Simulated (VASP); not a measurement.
TiB2, 3 atoms in the cell. It takes space group P6/mmm (No. 191, hexagonal). Conventional cell: a = 3.069 Å, b = 3.069 Å, c = 3.271 Å, α = 90.00°, β = 90.00°, γ = 120.00°. Ti (site symmetry 6/mmm) has 12 B at 2.41 Å and 6 Ti at 3.07 Å within 3.2 Å. Within 2.4 Å of B (site symmetry -6m2) lie 3 B at 1.77 Å. 

* Program: VASP 6.6.1
* Task: single point
* Functional: LDA
* Potentials or basis: VASP PAW LDA potentials, release 64 (Ti_sv, B)
* Cutoff: 520 eV
* k mesh: 10 × 10 × 8
* Occupations: fermi-dirac, width 0.05 eV
* Spin: no spin polarisation
* Dipole correction: no
* Further INCAR settings: ALGO = Normal; EDIFF = 1e-06; NBANDS = 16

Potentials or basis: VASP PAW LDA potentials, release 64 (Ti_sv, B).

Command:

```console
$ cat potpaw_LDA.64/Ti_sv/POTCAR potpaw_LDA.64/B/POTCAR > POTCAR
$ mpirun -np 1 vasp_std > vasp.out
```

Hardware: 1 thread of Intel(R) Xeon(R) Platinum 8488C (Sapphire Rapids) (shared host).

Task: Estimate the wall time of this run.

Result: Wall time 12 s on 1 thread of Intel(R) Xeon(R) Platinum 8488C (Sapphire Rapids), with other jobs on the host, peak memory 0.14 GiB. Counts: scf iterations 14, k points 70.
